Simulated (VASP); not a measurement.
# HfB (Fm-3m) in VASP: notebook, part 2 of 3

VASP 6.6.1. Earlier steps stand in the parts before.

## Step 3: Single point, PBE+U

The input, INCAR:

```
ALGO = Normal
EDIFF = 1E-6
ENCUT = 500
GGA = PE
GGA_COMPAT = False
ISIF = 2
ISMEAR = 0
LASPH = True
LCHARG = True
LDAU = True
LDAUJ = 0 0
LDAUL = 2 -1
LDAUPRINT = 1
LDAUTYPE = 2
LDAUU = 0.86 0
LELF = True
LMAXMIX = 4
LREAL = False
LVHAR = True
LWAVE = False
NBANDS = 14
NELM = 200
PREC = Accurate
SIGMA = 0.1
```

The input, KPOINTS:

```
k-points
0
Gamma
  6 6 6
```

The input, POSCAR:

```
HfB
1.0
    0.0000000000      2.3100000000      2.3100000000
    2.3100000000      0.0000000000      2.3100000000
    2.3100000000      2.3100000000      0.0000000000
Hf B
1 1
Direct
    0.5000000000      0.5000000000      0.5000000000
    0.0000000000      0.0000000000      0.0000000000
```

Potentials or basis: VASP PAW PBE potentials, release 64 (Hf_pv, B).

Run with:

```sh
> cat potpaw_PBE.64/Hf_pv/POTCAR potpaw_PBE.64/B/POTCAR > POTCAR
> mpirun -np 1 vasp_std > vasp.out
```

OUTCAR:

```text
EDIFF = 1E-6
   ENCUT = 500
   GGA = PE
   ISIF = 2
   ISMEAR = 0
   LASPH = True
   LREAL = False
   NELM = 200
   PREC = Accurate

 ion  position               nearest neighbor table
   1  0.500  0.500  0.500-   2 2.31   2 2.31   2 2.31   2 2.31   2 2.31   2 2.31
   2  0.000  0.000  0.000-   1 2.31   1 2.31   1 2.31   1 2.31   1 2.31   1 2.31

  LATTYP: Found a face centered cubic cell.
 ALAT       =     4.6200000000

  Lattice vectors:

 A1 = (   0.0000000000,   2.3100000000,   2.3100000000)
 A2 = (   2.3100000000,   0.0000000000,   2.3100000000)
 A3 = (   2.3100000000,   2.3100000000,   0.0000000000)

Analysis of symmetry for initial positions (statically):
=====================================================================
 Subroutine PRICEL returns:
 Original cell was already a primitive cell.

 Routine SETGRP: Setting up the symmetry group for a
 face centered cubic supercell.

 Subroutine GETGRP returns: Found 48 space group operations
 (whereof 48 operations were pure point group operations)
 out of a pool of 48 trial point group operations.

The static configuration has the point symmetry O_h .

Analysis of symmetry for dynamics (positions and initial velocities):
=====================================================================
 Subroutine PRICEL returns:
 Original cell was already a primitive cell.

 Routine SETGRP: Setting up the symmetry group for a
 face centered cubic supercell.

 Subroutine GETGRP returns: Found 48 space group operations
 (whereof 48 operations were pure point group operations)
 out of a pool of 48 trial point group operations.

The dynamic configuration has the point symmetry O_h .

 Subroutine INISYM returns: Found 48 space group operations
 (whereof 48 operations are pure point group operations),
 and found     1 'primitive' translations

----------------------------------------------------------------------------------------

                                     Primitive cell

  volume of cell :      24.6528

  direct lattice vectors                    reciprocal lattice vectors
     0.000000000  2.310000000  2.310000000    -0.216450216  0.216450216  0.216450216
     2.310000000  0.000000000  2.310000000     0.216450216 -0.216450216  0.216450216
     2.310000000  2.310000000  0.000000000     0.216450216  0.216450216 -0.216450216

  length of vectors
     3.266833329  3.266833329  3.266833329     0.374902772  0.374902772  0.374902772

  position of ions in fractional coordinates (direct lattice)
     0.500000000  0.500000000  0.500000000
     0.000000000  0.000000000  0.000000000

  ion indices of the primitive-cell ions
   primitive index   ion index
                 1           1
                 2           2

----------------------------------------------------------------------------------------

 KPOINTS: k-points

Automatic generation of k-mesh.
 Grid dimensions read from file:
 generate k-points for:    6    6    6

 Generating k-lattice:
[... 81 lines left out ...]
   J (eV)           for each species LDAUJ =   0.0  0.0
   GGA     = PE    functional components
   LHFCALC =     F    Hartree Fock is set to
   AEXX    =    0.0000 exact exchange contribution
   IVDW    =     0    specifies the selected vdW correction
   LEPSILON=     F    determine dielectric tensor
   LRPA    =     F    only Hartree local field effects (RPA)
 non-spin polarized calculation
 Gauss-broadening in eV      SIGMA  =   0.10
  energy-cutoff  :      500.00
  volume of cell :       24.65
 maximum number of plane-waves:       636
   NGX = 11   NGY = 11   NGZ = 11

atom =   1  type =  1  l = 2

 onsite density matrix

spin component  1

  0.1374 -0.0000 -0.0000  0.0000 -0.0000
 -0.0000  0.1374 -0.0000  0.0000  0.0000
 -0.0000 -0.0000  0.2636 -0.0000  0.0000
  0.0000  0.0000 -0.0000  0.1374  0.0000
 -0.0000  0.0000  0.0000  0.0000  0.2636

spin component  2

  0.1374 -0.0000 -0.0000  0.0000 -0.0000
 -0.0000  0.1374 -0.0000  0.0000  0.0000
 -0.0000 -0.0000  0.2636 -0.0000  0.0000
  0.0000  0.0000 -0.0000  0.1374  0.0000
 -0.0000  0.0000  0.0000  0.0000  0.2636

 occupancies and eigenvectors

  o =  0.1374  v =  1.0000  0.0000  0.0000  0.0000  0.0000  0.0000  0.0000  0.0000  0.0000  0.0000      0.0000  0.0000  0.0000  0.0000  0.0000  0.0000  0.0000  0.0000  0.0000  0.0000
  o =  0.1374  v =  0.0000  0.0000  0.0000  0.0000  0.0000  1.0000  0.0000  0.0000  0.0000  0.0000      0.0000  0.0000  0.0000  0.0000  0.0000  0.0000  0.0000  0.0000  0.0000  0.0000
  o =  0.1374  v =  0.0000  0.8845  0.0000 -0.4665  0.0000  0.0000  0.0000  0.0000  0.0000  0.0000      0.0000  0.0000  0.0000  0.0000  0.0000  0.0000  0.0000  0.0000  0.0000  0.0000
  o =  0.1374  v =  0.0000  0.0000  0.0000  0.0000  0.0000  0.0000  0.8845  0.0000 -0.4665  0.0000      0.0000  0.0000  0.0000  0.0000  0.0000  0.0000  0.0000  0.0000  0.0000  0.0000
  o =  0.1374  v =  0.0000 -0.4665 -0.0000 -0.8845 -0.0000  0.0000  0.0000  0.0000  0.0000  0.0000      0.0000  0.0000  0.0000  0.0000  0.0000  0.0000  0.0000  0.0000  0.0000  0.0000
  o =  0.1374  v =  0.0000  0.0000  0.0000  0.0000  0.0000  0.0000 -0.4665 -0.0000 -0.8845 -0.0000      0.0000  0.0000  0.0000  0.0000  0.0000  0.0000  0.0000  0.0000  0.0000  0.0000
  o =  0.2636  v =  0.0000  0.0000  0.0000  0.0000  0.0000  0.0000  0.0000  0.0211  0.0000 -0.9998      0.0000  0.0000  0.0000  0.0000  0.0000  0.0000  0.0000  0.0000  0.0000  0.0000
  o =  0.2636  v =  0.0000  0.0000  0.0211  0.0000 -0.9998  0.0000  0.0000  0.0000  0.0000  0.0000      0.0000  0.0000  0.0000  0.0000  0.0000  0.0000  0.0000  0.0000  0.0000  0.0000
  o =  0.2636  v =  0.0000  0.0000  0.0000  0.0000  0.0000  0.0000 -0.0000  0.9998  0.0000  0.0211      0.0000  0.0000  0.0000  0.0000  0.0000  0.0000  0.0000  0.0000  0.0000  0.0000
  o =  0.2636  v =  0.0000 -0.0000  0.9998  0.0000  0.0211  0.0000  0.0000  0.0000  0.0000  0.0000      0.0000  0.0000  0.0000  0.0000  0.0000  0.0000  0.0000  0.0000  0.0000  0.0000

 number of electron      13.0000002 magnetization

 Free energy of the ion-electron system (eV)
  ---------------------------------------------------
  ext. energy  EPLUGINS =         0.00000000
  ---------------------------------------------------
  free energy    TOTEN  =       -16.52900543 eV

  energy without entropy =      -16.51944684  energy(sigma->0) =      -16.52422614

 E-fermi :   5.0095     XC(G=0): -12.3051

 val. band max:        4.9848515076   @ k =   0.5000   0.3333   0.1667
 cond. band min:       5.5392680306   @ k =   0.1667   0.0000   0.0000
 fundamental gap:      0.5544165230
 Fermi energy:         5.0094702268

 k-point     1 :       0.0000    0.0000    0.0000
  band No.  band energies     occupation
      1     -23.2459      2.00000
      2     -23.2459      2.00000
      3     -23.2459      2.00000
      4      -4.4271      2.00000
      5       7.5283      0.00000
      6       7.5283      0.00000
      7       7.5283      0.00000
      8       9.1346      0.00000
      9       9.1346      0.00000
     10       9.1346      0.00000
     11       9.4922      0.00000
     12       9.4922      0.00000
     13      16.8010      0.00000
     14      18.1754      0.00000
[... 241 lines left out ...]
      1     -23.8085      2.00000
      2     -23.6069      2.00000
      3     -23.5079      2.00000
      4      -0.7958      2.00000
      5       3.9170      2.00000
      6       4.0089      2.00000
      7       4.6740      2.00000
      8       9.2411      0.00000
      9      12.2028      0.00000
     10      13.0786      0.00000
     11      13.2986      0.00000
     12      16.0674      0.00000
     13      20.1514      0.00000
     14      20.5236      0.00000

------------------------ aborting loop because EDIFF is reached ----------------------------------------

  FORCE on cell =-STRESS in cart. coord.  units (eV):
  Direction    XX          YY          ZZ          XY          YZ          ZX
  --------------------------------------------------------------------------------------
  -------------------------------------------------------------------------------------
  Total        5.2112876      5.2112876      5.2112876      0.0000000      0.0000000      0.0000000
  in kB      338.6801073    338.6801073    338.6801073      0.0000000      0.0000000      0.0000000
  external PRESSURE =     338.6801073 kB  Pullay stress =       0.0000000 kB

 VOLUME and BASIS-vectors are now :
 -----------------------------------------------------------------------------
  energy-cutoff  :      500.00
  volume of cell :       24.65
      direct lattice vectors                 reciprocal lattice vectors
     0.000000000  2.310000000  2.310000000    -0.216450216  0.216450216  0.216450216
     2.310000000  0.000000000  2.310000000     0.216450216 -0.216450216  0.216450216
     2.310000000  2.310000000  0.000000000     0.216450216  0.216450216 -0.216450216

 POSITION                                       TOTAL-FORCE (eV/Angst)
 -----------------------------------------------------------------------------------
      2.31000      2.31000      2.31000        -0.000000     -0.000000      0.000000
      0.00000      0.00000      0.00000         0.000000      0.000000     -0.000000
 -----------------------------------------------------------------------------------
    total drift:                                0.000000     -0.000000      0.000000

  FREE ENERGIE OF THE ION-ELECTRON SYSTEM (eV)
  ---------------------------------------------------
  free  energy   TOTEN  =       -16.5290054336 eV

  energy  without entropy=      -16.5194468397  energy(sigma->0) =      -16.52422614
```

stdout:

```text
POSCAR found type information on POSCAR HfB
 POSCAR found :  2 types and       2 ions
 scaLAPACK will be used
 LDA part: xc-table for (Slater+PW92), standard interpolation
 POSCAR, INCAR and KPOINTS ok, starting setup
 FFT: planning ... GRIDC
 FFT: planning ... GRID_SOFT
 FFT: planning ... GRID
 WAVECAR not read
 entering main loop
```

Wall time 10 s (1 thread of Intel Xeon 8259CL, shared host); peak memory 0.14 GiB.

Results:

```
Free energy            : -16.5290 eV
Pressure               : 33.9 GPa
Band gap on the k mesh : zero (an odd number of electrons rules out a gap without spin polarisation)
```

Levels at points of the mesh, in eV from the Fermi level:
```tsv
k point	band 5	band 6	band 7	band 8	band 9	band 10
(0.00, 0.00, 0.00)	2.52	2.52	2.52	4.13	4.13	4.13
(0.50, 0.00, 0.00)	-3.91	-1.14	-1.14	6.88	6.88	7.88
(0.50, 0.50, 0.00)	-0.81	-0.78	2.53	2.53	6.52	8.28
```

Eigenvalues of the final occupation matrices:
```csv
site,spin,trace,eigenvalues
site 1 d,1,0.94,0.14 0.14 0.14 0.26 0.26
site 1 d,2,0.94,0.14 0.14 0.14 0.26 0.26
```

Caveat: the k points lie up to 0.39 Å⁻¹ apart, too coarse for converged energies and pressures of a metal; spin-orbit coupling is left out, which moves the levels of the heavy elements; U without spin polarisation on a metal has little footing; the U is typed as a test and isn't derived for this compound.

## Step 4: Single point, LDA

The input, INCAR:

```
  PREC = Accurate
  ENCUT = 500
  EDIFF = 1E-6
  ISMEAR = 0
  SIGMA = 0.1
  LREAL = F
  LASPH = T
  NELM = 120
  ALGO = Normal
  ISIF = 2
  LWAVE = F
  LCHARG = F
  ISYM = 0
  NBANDS = 14
  GGA_COMPAT = F
```

The input, KPOINTS:

```
Automatic mesh
0
Gamma
  4 4 4
  0.5 0.68 0.78
```

POSCAR is that of step 3.

Potentials or basis: VASP PAW LDA potentials, release 64 (Hf_pv, B).

Run with:

```sh
> cat potpaw_LDA.64/Hf_pv/POTCAR potpaw_LDA.64/B/POTCAR > POTCAR
> mpirun -np 1 vasp_std > vasp.out
```

It took 4.9 min on 1 thread of Intel Xeon 8259CL, shared host; peak memory 0.57 GiB.

It converged, with:

- Free energy: -18.8927 eV
- Pressure: 19.9 GPa
- Band gap on the k mesh: zero (an odd number of electrons rules out a gap without spin polarisation)

Levels at points of the mesh, in eV from the Fermi level:
```csv
k point,band 3,band 4,band 5,band 6,band 7,band 8,band 9,band 10,band 11,band 12
"(0.12, -0.08, -0.06)",-28.21,-8.53,0.02,0.53,0.98,2.60,3.86,5.11,7.03,8.72
```

Caveat: the k points lie up to 0.59 Å⁻¹ apart, too coarse for converged energies and pressures of a metal; spin-orbit coupling is left out, which moves the levels of the heavy elements.

(Continued in part 3 of 3.)
